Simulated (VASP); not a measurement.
A run of VASP 6.6.1:

INCAR

```
SYSTEM = Ga
ALGO = Normal
EDIFF = 1E-7
EDIFFG = -0.005
ENCUT = 600
GGA = CA
IBRION = 2
ISIF = 3
ISMEAR = -1
LASPH = .TRUE.
LCHARG = .FALSE.
LREAL = .FALSE.
LWAVE = .FALSE.
NELM = 100
NSW = 60
PREC = Accurate
SIGMA = 0.05
```

KPOINTS

```
k-points
0
G
  16 16 16
  0 0 0
```

Contents of POSCAR:

```
Ga
1.0
   -1.6809877034      1.6809877034      1.6809877034
    1.6809877034     -1.6809877034      1.6809877034
    1.6809877034      1.6809877034     -1.6809877034
Ga
1
Direct
    0.0000000000      0.0000000000      0.0000000000
```

Potentials or basis: VASP PAW LDA potentials, release 64 (Ga_d).

Launch:

```console
$ cat potpaw_LDA.64/Ga_d/POTCAR > POTCAR
$ mpirun -np 1 vasp_std > vasp.out
```

Hardware: 1 thread of Intel(R) Xeon(R) Platinum 8488C (Sapphire Rapids) (shared host).

**Question.** How long does it take, and how much memory?

**Answer.** Run time: 110 s on 1 thread of Intel(R) Xeon(R) Platinum 8488C (Sapphire Rapids), on a shared host, peak memory 0.16 GiB. Counts: scf iterations 75, k points 145, ion steps 14.
